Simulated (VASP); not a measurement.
**Y: single point with RPBE**

Y:

```xyz
1
Lattice="3.4107 0.0000 0.0000 0.0000 3.4107 0.0000 0.0000 0.0000 3.4107" Properties=species:S:1:pos:R:3 pbc="T T T"
Y     0.0000    0.0000    0.0000
```

This cell differs from its parent crystal: volume scaled by 1.08.

| Item | Value |
| --- | --- |
| Program | VASP 6.6.1 |
| Task | single point |
| Functional | RPBE |
| Potentials or basis | VASP PAW PBE potentials, release 64 (Y_sv) |
| Cutoff | 520 eV |
| k mesh | 11 × 11 × 11 |
| Occupations | fermi-dirac, width 0.1 eV |
| Spin | no spin polarisation |

```json
{"Pressure": "-1.8 GPa"}
```

Levels at points of the mesh, in eV from the Fermi level:
```tsv
k point	band 3	band 4	band 5	band 6	band 7	band 8
(0.00, 0.00, 0.00)	-23.06	-23.06	-4.26	-0.45	-0.45	4.51
```

Run time: 9.9 s on 1 thread of Intel(R) Xeon(R) 6975P-C (Granite Rapids), with other jobs on the host, peak memory 0.18 GiB.

Caveat: the PAW data sets were made with another functional, which shifts forces and pressure a little.
